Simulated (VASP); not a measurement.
# RhC (Cmmm) in VASP: notebook

Runs on RhC. Level: PBE. Tasks: single point, relaxation of cell and atoms.

All numbers are computed with VASP 6.6.1; they aren't measurements. Logs are shortened: lines on timing, memory, paths and dates and some standing lists are left out, and cuts for length are marked.

## Step 1: The cell of the first run

The structure is orthorhombic, space group Cmmm (No. 65). Conventional cell: a = 4.185 Å, b = 4.616 Å, c = 5.312 Å, α = 90.00°, β = 90.00°, γ = 90.00°. Within 2.6 Å of Rh (site symmetry mm2) lie 2 C at 1.95 Å. C (site symmetry 2mm) has 1 C at 1.36 Å within 1.8 Å.

## Step 2: Single point, PBE

Input file INCAR:

```
PREC = Accurate ; ENCUT = 520
EDIFF = 1E-6 ; ISMEAR = 0
SIGMA = 0.1 ; LREAL = False
LASPH = True ; NELM = 100
ALGO = Normal ; ISIF = 2
LWAVE = False ; LCHARG = False
GGA = PE ; NBANDS = 27
```

Input file KPOINTS:

```
Automatic mesh
0
Gamma
  6 6 6
```

Input file POSCAR:

```
RhC
1.0
    2.0924236777     -2.3080618566      0.0000000000
    2.0924236777      2.3080618566      0.0000000000
    0.0000000000      0.0000000000      5.3122633559
Rh C
2 2
Direct
    0.5000000000      0.5000000000      0.7456715704
    0.5000000000      0.5000000000      0.2543284296
    0.1628350810      0.1628350810      0.0000000000
    0.8371649190      0.8371649190      0.0000000000
```

Potentials or basis: VASP PAW PBE potentials, release 64 (Rh_pv, C).

Run with:

```sh
$ cat potpaw_PBE.64/Rh_pv/POTCAR potpaw_PBE.64/C/POTCAR > POTCAR
$ mpirun -np 1 vasp_std > vasp.out
```

OUTCAR:

```text
PREC = Accurate
   ENCUT = 520
   EDIFF = 1E-6
   ISMEAR = 0
   LREAL = False
   LASPH = True
   NELM = 100
   ISIF = 2
   GGA = PE

 ion  position               nearest neighbor table
   1  0.500  0.500  0.746-   3 1.95   4 1.95   2 2.61   2 2.70
   2  0.500  0.500  0.254-   3 1.95   4 1.95   1 2.61   1 2.70
   3  0.163  0.163  0.000-   4 1.36   2 1.95   1 1.95
   4  0.837  0.837  0.000-   3 1.36   2 1.95   1 1.95

  LATTYP: Found a base centered orthorhombic cell.
 ALAT       =     4.1848473554
 B/A-ratio  =     1.1030566521
 C/A-ratio  =     1.2694043306

  Lattice vectors:

 A1 = (   2.0924236777,  -2.3080618566,   0.0000000000)
 A2 = (   2.0924236777,   2.3080618566,   0.0000000000)
 A3 = (   0.0000000000,   0.0000000000,   5.3122633559)

Analysis of symmetry for initial positions (statically):
=====================================================================
 Subroutine PRICEL returns:
 Original cell was already a primitive cell.

 Routine SETGRP: Setting up the symmetry group for a
 base centered orthorhombic supercell.

 Subroutine GETGRP returns: Found  8 space group operations
 (whereof  8 operations were pure point group operations)
 out of a pool of  8 trial point group operations.

The static configuration has the point symmetry D_2h.

Analysis of symmetry for dynamics (positions and initial velocities):
=====================================================================
 Subroutine PRICEL returns:
 Original cell was already a primitive cell.

 Routine SETGRP: Setting up the symmetry group for a
 base centered orthorhombic supercell.

 Subroutine GETGRP returns: Found  8 space group operations
 (whereof  8 operations were pure point group operations)
 out of a pool of  8 trial point group operations.

The dynamic configuration has the point symmetry D_2h.

 Subroutine INISYM returns: Found  8 space group operations
 (whereof  8 operations are pure point group operations),
 and found     1 'primitive' translations

----------------------------------------------------------------------------------------

                                     Primitive cell

  volume of cell :      51.3105

  direct lattice vectors                    reciprocal lattice vectors
     2.092423678 -2.308061857  0.000000000     0.238957342 -0.216631976  0.000000000
     2.092423678  2.308061857  0.000000000     0.238957342  0.216631976  0.000000000
     0.000000000  0.000000000  5.312263356     0.000000000  0.000000000  0.188243679

  length of vectors
     3.115346912  3.115346912  5.312263356     0.322536857  0.322536857  0.188243679

  position of ions in fractional coordinates (direct lattice)
     0.500000000  0.500000000  0.745671570
     0.500000000  0.500000000  0.254328430
     0.162835081  0.162835081  0.000000000
     0.837164919  0.837164919  0.000000000

  ion indices of the primitive-cell ions
   primitive index   ion index
                 1           1
                 2           2
                 3           3
                 4           4

----------------------------------------------------------------------------------------

 KPOINTS: Automatic mesh

Automatic generation of k-mesh.
 Grid dimensions read from file:
 generate k-points for:    6    6    6

 Generating k-lattice:

  Cartesian coordinates                     Fractional coordinates (reciprocal lattice)
     0.039826224 -0.036105329  0.000000000     0.166666667  0.000000000  0.000000000
     0.039826224  0.036105329  0.000000000     0.000000000  0.166666667  0.000000000
     0.000000000  0.000000000  0.031373947     0.000000000  0.000000000  0.166666667

  Length of vectors
     0.053756143  0.053756143  0.031373947

  Shift w.r.t. Gamma in fractional coordinates (k-lattice)
     0.000000000  0.000000000  0.000000000

 Subroutine IBZKPT returns following result:
 ===========================================

 Found     52 irreducible k-points:

 Following reciprocal coordinates:
            Coordinates               Weight
  0.000000  0.000000  0.000000      1.000000
  0.166667  0.000000  0.000000      4.000000
  0.333333  0.000000  0.000000      4.000000
  0.500000  0.000000  0.000000      2.000000
  0.166667  0.166667  0.000000      2.000000
  0.333333  0.166667  0.000000      4.000000
[... 16 lines left out ...]
  0.333333  0.333333  0.166667      4.000000
  0.500000  0.333333  0.166667      8.000000
 [... further k-points ...]
   k-points           NKPTS =     52   k-points in BZ     NKDIM =     52   number of bands    NBANDS=     27
   number of dos      NEDOS =    301   number of ions     NIONS =      4
   total plane-waves  NPLWV =  23040
   dimension x,y,z NGX =    24 NGY =   24 NGZ =   40
   dimension x,y,z NGXF=    48 NGYF=   48 NGZF=   80
   ions per type =               2   2
   NGX,Y,Z   is equivalent  to a cutoff of  12.81, 12.81, 12.52 a.u.
   NGXF,Y,Z  is equivalent  to a cutoff of  25.61, 25.61, 25.04 a.u.
 SYSTEM =  unknown system
   PREC   = accura    normal or accurate (medium, high low for compatibility)
   ISTART =      0    job   : 0-new  1-cont  2-samecut
   ICHARG =      2    charge: 1-file 2-atom 10-const
   ISPIN  =      1    spin polarized calculation?
   LNONCOLLINEAR =      F non collinear calculations
   LSORBIT =      F    spin-orbit coupling
   LASPH  =      T    aspherical Exc in radial PAW
   ENCUT  =  520.0 eV  38.22 Ry    6.18 a.u.   5.79  5.79  9.88*2*pi/ulx,y,z
   NELM   =    100;   NELMIN=  2; NELMDL= -5     # of ELM steps
   EDIFF  = 0.1E-05   stopping-criterion for ELM
   LREAL  =      F    real-space projection
   EDIFFG = 0.1E-04   stopping-criterion for IOM
   NSW    =      0    number of steps for IOM
   IBRION =     -1    ionic relax: 0-MD 1-quasi-New 2-CG
   NFREE  =      0    steps in history (QN), initial steepest desc. (CG)
   ISIF   =      2    stress and relaxation
   ISYM   =      2    0-nonsym 1-usesym 2-fastsym
   POTIM  = 0.5000    time-step for ionic-motion
   TEBEG  =    0.0;   TEEND  =   0.0 temperature during run
   PSTRESS=    0.0 pullay stress
   NELECT =      38.0000    total number of electrons
   NUPDOWN=      -1.0000    fix difference up-down
   EMIN   =  10.00;   EMAX   =-10.00  energy-range for DOS
   EFERMI =   0.00;   METHOD = LEGACY
   ISMEAR =     0;   SIGMA  =   0.10  broadening in eV -4-tet -1-fermi 0-gaus
   EFERMI_NEDOS =   21; number of points for ismear=-14 and -15
   IALGO  =     38    algorithm
   IMIX   =      4    mixing-type and parameters
     AMIX     =   0.40;   BMIX     =  1.00
     AMIX_MAG =   1.60;   BMIX_MAG =  1.00
  volume/ion in A,a.u.               =      12.83        86.57
  Fermi-wavevector in a.u.,A,eV,Ry     =   1.481155  2.798977 29.848730  2.193820
  Thomas-Fermi vector in A             =   2.595100
   LORBIT       =      0    0 simple, 1 ext, 2 COOP (PROOUT), +10 PAW based schemes
   GGA     = PE    functional components
   LHFCALC =     F    Hartree Fock is set to
   AEXX    =    0.0000 exact exchange contribution
   IVDW    =     0    specifies the selected vdW correction
   LEPSILON=     F    determine dielectric tensor
   LRPA    =     F    only Hartree local field effects (RPA)
 non-spin polarized calculation
 Gauss-broadening in eV      SIGMA  =   0.10
  energy-cutoff  :      520.00
  volume of cell :       51.31
 maximum number of plane-waves:      1402
   NGX = 11   NGY = 11   NGZ = 19

 number of electron      38.0000017 magnetization

 Free energy of the ion-electron system (eV)
  ---------------------------------------------------
  ext. energy  EPLUGINS =         0.00000000
  ---------------------------------------------------
  free energy    TOTEN  =       -28.61679950 eV

  energy without entropy =      -28.60200349  energy(sigma->0) =      -28.60940149

 E-fermi :   7.6214     XC(G=0): -11.9598

 val. band max:        7.6185810535   @ k =   0.1667   0.1667   0.5000
 cond. band min:       7.6304069067   @ k =   0.3333   0.3333   0.0000
 fundamental gap:      0.0118258532
 Fermi energy:         7.6214098763

 k-point     1 :       0.0000    0.0000    0.0000
  band No.  band energies     occupation
      1     -39.3927      2.00000
      2     -39.2332      2.00000
      3     -39.1801      2.00000
      4     -38.9165      2.00000
      5     -38.6540      2.00000
      6     -38.6100      2.00000
[... 19 lines left out ...]
     26      18.4788      0.00000
     27      21.9463      0.00000

 k-point     2 :       0.1667    0.0000    0.0000
  band No.  band energies     occupation
      1     -39.3900      2.00000
      2     -39.2424      2.00000
      3     -39.1886      2.00000
      4     -38.9149      2.00000
      5     -38.6646      2.00000
      6     -38.6198      2.00000
[... 19 lines left out ...]
     26      17.1893      0.00000
     27      20.3188      0.00000

 k-point     3 :       0.3333    0.0000    0.0000
  band No.  band energies     occupation
      1     -39.3846      2.00000
      2     -39.2621      2.00000
      3     -39.2067      2.00000
      4     -38.9119      2.00000
      5     -38.6842      2.00000
      6     -38.6381      2.00000
[... 19 lines left out ...]
     26      16.9510      0.00000
     27      18.9328      0.00000

 k-point     4 :       0.5000    0.0000    0.0000
  band No.  band energies     occupation
      1     -39.3819      2.00000
      2     -39.2726      2.00000
      3     -39.2163      2.00000
      4     -38.9103      2.00000
      5     -38.6933      2.00000
      6     -38.6466      2.00000
[... 19 lines left out ...]
     26      17.4629      0.00000
     27      18.5265      0.00000
[... 516 lines left out ...]
      4     -38.9459      2.00000
      5     -38.6728      2.00000
      6     -38.6331      2.00000
[... 19 lines left out ...]
     26      17.3481      0.00000
     27      19.9589      0.00000

 k-point    23 :       0.3333    0.3333    0.1667
  band No.  band energies     occupation
      1     -39.3464      2.00000
      2     -39.2814      2.00000
      3     -39.2320      2.00000
      4     -38.9395      2.00000
      5     -38.7147      2.00000
      6     -38.6724      2.00000
[... 19 lines left out ...]
     26      15.8288      0.00000
     27      17.0187      0.00000

 k-point    24 :       0.5000    0.3333    0.1667
  band No.  band energies     occupation
      1     -39.3439      2.00000
      2     -39.2888      2.00000
      3     -39.2389      2.00000
      4     -38.9381      2.00000
      5     -38.7252      2.00000
      6     -38.6822      2.00000
[... 19 lines left out ...]
     26      15.4242      0.00000
     27      17.2315      0.00000

 [... further k-points ...]
[... 5 lines left out ...]
  --------------------------------------------------------------------------------------
  -------------------------------------------------------------------------------------
  Total        0.0740718     -0.0347240      0.0326779     -0.0000000      0.0000000      0.0000000
  in kB        2.3128983     -1.0842591      1.0203703     -0.0000000      0.0000000      0.0000000
  external PRESSURE =       0.7496698 kB  Pullay stress =       0.0000000 kB

 VOLUME and BASIS-vectors are now :
 -----------------------------------------------------------------------------
  energy-cutoff  :      520.00
  volume of cell :       51.31
      direct lattice vectors                 reciprocal lattice vectors
     2.092423678 -2.308061857  0.000000000     0.238957342 -0.216631976  0.000000000
     2.092423678  2.308061857  0.000000000     0.238957342  0.216631976  0.000000000
     0.000000000  0.000000000  5.312263356     0.000000000  0.000000000  0.188243679

 POSITION                                       TOTAL-FORCE (eV/Angst)
 -----------------------------------------------------------------------------------
      2.09242      0.00000      3.96120        -0.000000      0.000000     -0.038964
      2.09242      0.00000      1.35106        -0.000000      0.000000      0.038964
      0.68144      0.00000      0.00000         0.021518      0.000000      0.000000
      3.50341      0.00000      0.00000        -0.021518      0.000000     -0.000000
 -----------------------------------------------------------------------------------
    total drift:                               -0.000000     -0.000000     -0.000000

  FREE ENERGIE OF THE ION-ELECTRON SYSTEM (eV)
  ---------------------------------------------------
  free  energy   TOTEN  =       -28.6167995022 eV

  energy  without entropy=      -28.6020034875  energy(sigma->0) =      -28.60940149
```

Run time: 22 s. Hardware: 1 thread of Intel Xeon 6975P-C (Granite Rapids), shared host; peak memory 0.19 GiB.

What came out:

| Item | Value |
| --- | --- |
| Free energy | -28.6168 eV |
| Pressure | 0.1 GPa |
| Largest force | 0.039 eV/Å |
| Band gap on the k mesh | zero (band 19 reaches 8.50 eV, above the bottom of band 20 at 6.80 eV) |

Forces in eV/Å, atoms in the order of the input:
```
Rh   0.000  0.000 -0.039
Rh   0.000  0.000  0.039
C    0.022  0.000  0.000
C   -0.022  0.000  0.000
```

Stress tensor (GPa, compression positive):
```
 0.23  0.00  0.00
 0.00 -0.11  0.00
 0.00  0.00  0.10
```

## Step 3: Relaxation of cell and atoms, PBE

This run uses another cell than the first one, of 12.20 Å³/atom, 0.951 times its volume.

Input file INCAR:

```
SYSTEM = RhC
PREC = Accurate ; ENCUT = 600
EDIFF = 1E-6 ; ISMEAR = 0
SIGMA = 0.1 ; LREAL = .False.
LASPH = .True. ; NELM = 60
ALGO = Normal ; ISIF = 3
LWAVE = .False. ; LCHARG = .False.
GGA = PE ; IBRION = 2
NSW = 90 ; EDIFFG = -0.04
```

Input file KPOINTS:

```
regular mesh
0
Gamma
  6 6 6
  0 0 0
```

Input file POSCAR:

```
RhC
1.0
    2.4739371873     -2.8055692300      0.0000000000
    2.4739371873      2.8055692300      0.0000000000
    0.0000000000      0.0000000000      3.5146623694
Rh C
2 2
Direct
    0.5000000000      0.5000000000      0.7500000000
    0.5000000000      0.5000000000      0.2500000000
    0.2500000000      0.2500000000      0.0000000000
    0.7500000000      0.7500000000      0.0000000000
```

Potentials or basis: VASP PAW PBE potentials, release 64 (Rh_pv, C).

Run with:

```sh
$ cat potpaw_PBE.64/Rh_pv/POTCAR potpaw_PBE.64/C/POTCAR > POTCAR
$ mpirun -np 1 vasp_std > vasp.out
```

Wall time 29 min (1 thread of Intel Xeon 6975P-C (Granite Rapids), shared host); peak memory 0.21 GiB.

Results (log left out):

- Free energy: -28.4880 eV
- Relaxed volume: 12.70 Å³/atom
- Relaxed cell: a = 3.118 Å, b = 3.118 Å, c = 5.250 Å, α = 90.00°, β = 90.00°, γ = 95.29°
- Space group after relaxing (to 0.05 Å): Cmmm (No. 65)
- Energy gained by relaxing: 8302.4 meV/atom
- Ionic steps: 64
- Pressure after relaxing: 0.0 GPa
- Largest force after relaxing: 0.011 eV/Å
- Band gap on the k mesh: zero (band 19 reaches 8.61 eV, above the bottom of band 20 at 6.91 eV)

Forces on the atoms (eV/Å):
```
Rh   0.000  0.000  0.011
Rh   0.000  0.000 -0.011
C   -0.002  0.000  0.000
C    0.002  0.000  0.000
```

Stress tensor (GPa, compression positive):
```
 0.08  0.00  0.00
 0.00 -0.04  0.00
 0.00  0.00  0.07
```

Step by step:
```
step  energy change (eV)  largest force (eV/Å)  pressure (GPa)  volume (Å³)
   1              0.0000               35.2665          285.18        48.79
   3           3289.5310            60363.3954         1227.59       154.90
   5            193.4257             1135.1441          269.31        94.93
   7             99.9035              547.9325          248.51        85.33
   9             93.4094              509.8048          260.87        82.30
  11             81.8565              415.4864          299.53        78.52
  13             74.8113              455.2385          215.77        85.26
  15             56.1477              368.9550          205.15        84.02
  17            -14.8497               44.0165           43.40        91.10
  19            -22.3887               18.4281            4.71        96.27
  21            -22.8953               13.9883           -3.82        98.64
  23            -23.0146               12.9760           -5.18        98.94
  25            -23.8724                9.2211           -8.94        98.77
  27            -25.4055                1.8844          -17.03        97.98
  29            -25.5822                0.7077          -18.57        97.45
  31            -26.9000                4.1230          -17.20        87.35
  33            -26.5900               39.6299           63.36        50.15
  35            -28.9725               22.7221            7.08        61.93
  37            -29.3973               21.4767           10.15        59.54
  39            -29.3771               16.2231           47.30        49.51
  41            -30.1629               16.7131           20.17        54.44
  43            -31.5008                3.1801           -3.13        57.01
  45            -31.5516                1.2266           -7.55        57.75
  47            -31.7812                1.4039           -7.40        57.19
  49            -32.6526                1.8997           -4.44        54.53
  51            -33.1359                1.5016            1.63        51.28
  53            -33.1819                0.3025            0.87        51.59
  55            -33.1952                0.2392           -1.44        52.05
  57            -33.2025                0.1379           -0.21        51.72
  59            -33.2051                0.1183           -0.04        51.48
  61            -33.2088                0.1179            0.13        50.83
  63            -33.2092                0.0475           -0.02        50.82
  64            -33.2094                0.0110            0.04        50.82
```

Final structure:
```
Rh C
1.0
     2.10055   -2.30414    0.00000
     2.10055    2.30414    0.00000
     0.00000    0.00000    5.24959
Rh C
2 2
Direct
  0.50000 0.50000 0.25538
  0.50000 0.50000 0.74462
  0.16212 0.16212 0.00000
  0.83788 0.83788 0.00000
```

Levels at points of the mesh, in eV from the Fermi level:
| k point | band 16 | band 17 | band 18 | band 19 | band 20 | band 21 | band 22 | band 23 |
| --- | --- | --- | --- | --- | --- | --- | --- | --- |
| (0.00, 0.00, 0.00) | -2.28 | -1.41 | -1.04 | -0.95 | -0.43 | 0.69 | 1.16 | 1.84 |
| (0.50, 0.00, 0.00) | -1.31 | -0.99 | -0.64 | -0.14 | 0.10 | 0.61 | 2.43 | 3.23 |
| (0.50, 0.50, 0.00) | -1.07 | -0.88 | -0.47 | -0.40 | 0.45 | 1.71 | 3.32 | 5.99 |
| (0.00, 0.00, 0.50) | -2.09 | -1.76 | -1.68 | -1.38 | -0.85 | 0.92 | 2.11 | 2.62 |
| (0.50, 0.00, 0.50) | -2.77 | -2.53 | -1.70 | -0.36 | 0.91 | 1.17 | 1.82 | 4.69 |
| (0.50, 0.50, 0.50) | -0.77 | -0.59 | 0.13 | 0.85 | 1.14 | 1.23 | 1.25 | 3.52 |
